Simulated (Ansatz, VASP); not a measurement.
# GaAs in VASP and in Ansatz

File POSCAR:

```
GaAs
1.0
    3.8101400000      0.0000000000      0.0000000000
    0.0000000000      3.8101400000      0.0000000000
    0.0000000000      0.0000000000      2.7389100000
Ga As
1 1
Direct
    0.5000000000      0.5000000000      0.5000000000
    0.0000000000      0.0000000000      0.5000000000
```

Contents of INCAR.step1:

```
ALGO     = Normal         # electronic algorithm
EDIFF    = 1E-5           # SCF threshold, eV
ENCUT    = 520            # plane-wave cutoff, eV
GGA      = PE             # functional
ISIF     = 2              # what is computed and relaxed
ISMEAR   = -1             # smearing method
LASPH    = T              # aspherical terms in the spheres
LREAL    = F              # projectors in reciprocal space
LWAVE    = T              # write WAVECAR
NBANDS   = 16             # bands
NELM     = 60             # most SCF steps
PREC     = Accurate       # precision mode
SIGMA    = 0.05           # smearing width, eV
```

Contents of INCAR.step2:

```
AEXX     = 0.25           # exact-exchange fraction
ALGO     = Normal         # electronic algorithm
EDIFF    = 1E-6           # SCF threshold, eV
ENCUT    = 520            # plane-wave cutoff, eV
GGA      = PS             # functional
HFSCREEN = 0.207          # screening, 1/A
ISIF     = 2              # what is computed and relaxed
ISMEAR   = -1             # smearing method
ISTART   = 1            
LASPH    = T              # aspherical terms in the spheres
LCHARG   = T              # write CHGCAR
LELF     = T              # ELF
LHFCALC  = T              # exact exchange
LREAL    = F              # projectors in reciprocal space
LVHAR    = T            
LWAVE    = F              # write WAVECAR
NBANDS   = 16             # bands
NELM     = 60             # most SCF steps
PREC     = Accurate       # precision mode
PRECFOCK = Normal       
SIGMA    = 0.05           # smearing width, eV
```

Contents of KPOINTS:

```
k-points
0
Gamma
  4 4 5
```

input

```
crystal:
  lattice:
    - [3.81014, 0.0, 0.0]
    - [0.0, 3.81014, 0.0]
    - [0.0, 0.0, 2.73891]
  atoms:
    - { symbol: Ga, position: [0.5, 0.5, 0.5] }
    - { symbol: As, position: [0.0, 0.0, 0.5] }
hamiltonian:
  xc:
    exchange: hjs_pbesol
    correlation: pbesol
    exx: { coeff: 0.25, omega: 0.207 }
  pseudopotentials: { kind: paw }
kpoints:
  mp_grid: { grid: [4, 4, 5] }
  band_path:
    path:
      - [[0.0, 0.0, 0.0], [0.0, 0.5, 0.0], [0.5, 0.5, 0.0], [0.0, 0.0, 0.0], [0.0, 0.0, 0.5], [0.0, 0.5, 0.5], [0.5, 0.5, 0.5], [0.0, 0.0, 0.5]]
      - [[0.0, 0.5, 0.0], [0.0, 0.5, 0.5]]
      - [[0.5, 0.5, 0.0], [0.5, 0.5, 0.5]]
    npoints: 4
scf:
  occupations: { method: fermi_dirac, width: 0.05 }
  n_extra_bands: 6
output:
  forces: true
  stress: true
  eigenvalues: true
  fatbands: false
```

Alike in both runs: functional PBEsol-based screened hybrid with a share of 0.25 of exact exchange and HFSCREEN = 0.207; k mesh 4 × 4 × 5; occupations fermi-dirac, width 0.05 eV; no spin polarisation.

|  | VASP | Ansatz |
| --- | --- | --- |
| version | VASP 6.6.1 | Ansatz 0.2.0 |
| potentials or method | VASP PAW PBE potentials, release 64 (Ga_d, As) | Ansatz PAW |
| plane-wave cutoff (eV) | 520 | 420 |
| valence electrons in the cell | 18 | 28 |
| task | single point | band structure |

VASP gave:

```
gap on the k mesh at the Fermi level (eV)                     : none
pressure (GPa)                                                : -2.9
traceless stress, the component that is largest in VASP (GPa) : -11.88
```

**Question.** Which values does Ansatz return?

**Answer.** gap on the k mesh at the Fermi level (eV): none; pressure (GPa): -2.9; traceless stress, the component that is largest in VASP (GPa): -11.90.

VASP's potentials were made for PBE, not for PBEsol-based screened hybrid. A gap of «none» marks a metal or a gap that the smearing closes. VASP's potentials hold 18 valence electrons a cell and Ansatz's 28, so a difference there can come from the potentials and not from the codes.

The k mesh is coarse, so the values compare programs but aren't converged.
